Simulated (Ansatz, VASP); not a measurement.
# One calculation of In3Se, two programs

POSCAR

```
In3Se
1.0
    4.7388343927      0.0000000000      0.0000000000
    0.0000000000      4.7388343927      0.0000000000
    0.0000000000      0.0000000000      4.7388343927
In Se
3 1
Direct
    0.5000000000      0.5000000000      0.0000000000
    0.5000000000      0.0000000000      0.5000000000
    0.0000000000      0.5000000000      0.5000000000
    0.0000000000      0.0000000000      0.0000000000
```

INCAR.step1

```
ALGO = Normal
EDIFF = 1E-4
ENCUT = 520
GGA = PE
ISMEAR = -1
LASPH = T
LCHARG = F
LREAL = F
LWAVE = T
NBANDS = 30
NELM = 80
PREC = Accurate
SIGMA = 0.05
```

Contents of INCAR.step2:

```
ALGO = Normal
EDIFF = 1E-6
ENCUT = 520
ISIF = 2
ISMEAR = -1
ISTART = 1
LASPH = T
LCHARG = F
LMIXTAU = T
LREAL = F
LWAVE = F
METAGGA = R2SCAN
NBANDS = 30
NELM = 80
PREC = Accurate
SIGMA = 0.05
```

Contents of KPOINTS:

```
k-points
0
Gamma
  6 6 6
```

File input.yaml:

```yaml
crystal:
  lattice:
    - [4.7388343927, 0.0, 0.0]
    - [0.0, 4.7388343927, 0.0]
    - [0.0, 0.0, 4.7388343927]
  atoms:
    - { symbol: In, position: [0.5, 0.5, 0.0] }
    - { symbol: In, position: [0.5, 0.0, 0.5] }
    - { symbol: In, position: [0.0, 0.5, 0.5] }
    - { symbol: Se, position: [0.0, 0.0, 0.0] }
hamiltonian:
  xc: r2scan
  pseudopotentials: { kind: paw }
kpoints:
  mp_grid: { grid: [6, 6, 6] }
scf:
  occupations: { method: fermi_dirac, width: 0.05 }
output:
  forces: true
  stress: true
  eigenvalues: true
  write_density: true
  write_potential: true
  elf: true
  volumetric_format: npy
```

Alike in both runs: task single point; functional r2SCAN; k mesh 6 × 6 × 6; occupations fermi-dirac, width 0.05 eV; no spin polarisation.

```csv
,VASP,Ansatz
version,VASP 6.6.1,Ansatz 0.2.0
potentials or method,"VASP PAW PBE potentials, release 64 (In_d, Se)",Ansatz PAW
plane-wave cutoff (eV),520,500
valence electrons in the cell,45,55
```

|  | VASP | Ansatz | Ansatz less VASP |
| --- | --- | --- | --- |
| gap on the k mesh at the Fermi level (eV) | none | none | - |
| pressure (GPa) | 0.2 | 0.2 | +0.02 |

VASP's potentials were made for PBE, not for r2SCAN. A gap of «none» marks a metal or a gap that the smearing closes. VASP's potentials hold 45 valence electrons a cell and Ansatz's 55, so a difference there can come from the potentials and not from the codes.
